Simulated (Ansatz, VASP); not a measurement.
One calculation of LiCl, two programs

```xyz
2
Lattice="0.0000 2.5648 2.5648 2.5648 0.0000 2.5648 2.5648 2.5648 0.0000" Properties=species:S:1:pos:R:3 pbc="T T T"
Cl    2.5648    2.5648    2.5648
Li    0.0000    0.0000    0.0000
```

Alike in both runs: task relaxation of cell and atoms; functional RPBE; dispersion D4; k mesh 9 × 9 × 9; occupations fermi-dirac, width 0.05 eV; no spin polarisation.

```csv
,VASP,Ansatz
version,VASP 6.6.1,Ansatz 0.2.0
potentials or method,"VASP PAW PBE potentials, release 64 (Cl, Li_sv)",Ansatz PAW
plane-wave cutoff (eV),600,420
valence electrons in the cell,10,10
```

```tsv
	VASP	Ansatz	Ansatz less VASP
gap on the k mesh at the Fermi level, each at its own relaxed structure (eV)	6.74	6.68	-0.060
relaxed volume (Å³/atom)	16.46	16.58	+0.119
relaxed cell length with the largest relative difference (Å)	3.597	3.606	+0.0087
```

VASP's potentials were made for PBE, not for RPBE.

Noted on VASP's run: the cutoff is short for stress, so the pressure is rough. Noted on Ansatz's run: odd divisions of the mesh miss points on the zone boundary, where band edges often lie, so the gap on the mesh can be too wide; the plane-wave basis is chosen anew once the cell has moved, so the energies of steps on either side of that aren't comparable.
